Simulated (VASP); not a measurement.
A run of VASP 6.6.1:

The input INCAR:

```
SYSTEM = PtS2
PREC = Accurate
ENCUT = 520
EDIFF = 1E-6
ISMEAR = -1
SIGMA = 0.086
LREAL = .FALSE.
LASPH = .TRUE.
NELM = 100
ALGO = Normal
ISIF = 2
LWAVE = .FALSE.
LCHARG = .TRUE.
GGA = PS
LELF = .TRUE.
LVHAR = .TRUE.
NBANDS = 18
```

File KPOINTS:

```
Automatic mesh
0
G
  4 4 4
  0 0 0
```

The input POSCAR:

```
PtS2
1.0
    1.7391392326      1.0040925041      5.0958703778
   -1.7391392326      1.0040925041      5.0958703778
    0.0000000000     -2.0081850081      5.0958703778
Pt S
1 2
Direct
   -0.0208147195     -0.0123070626      0.0228244244
    0.4968743764      0.4970003007      0.3046856295
    0.2830968213      0.2312039088      0.2097443743
```

Potentials or basis: VASP PAW PBE potentials, release 64 (Pt, S).

Run with:

```bash
$ cat potpaw_PBE.64/Pt/POTCAR potpaw_PBE.64/S/POTCAR > POTCAR
$ mpirun -np 1 vasp_std > vasp.out
```

Hardware: 1 thread of AMD EPYC 7R43 64-Core Processor (Zen 3), with other jobs on the host.

Task: How long does it take, and how much memory?

Result: Run time: 2.1 min on 1 thread of AMD EPYC 7R43 64-Core Processor (Zen 3), on a shared host, peak memory 0.21 GiB. Counts: scf iterations 14, k points 36.
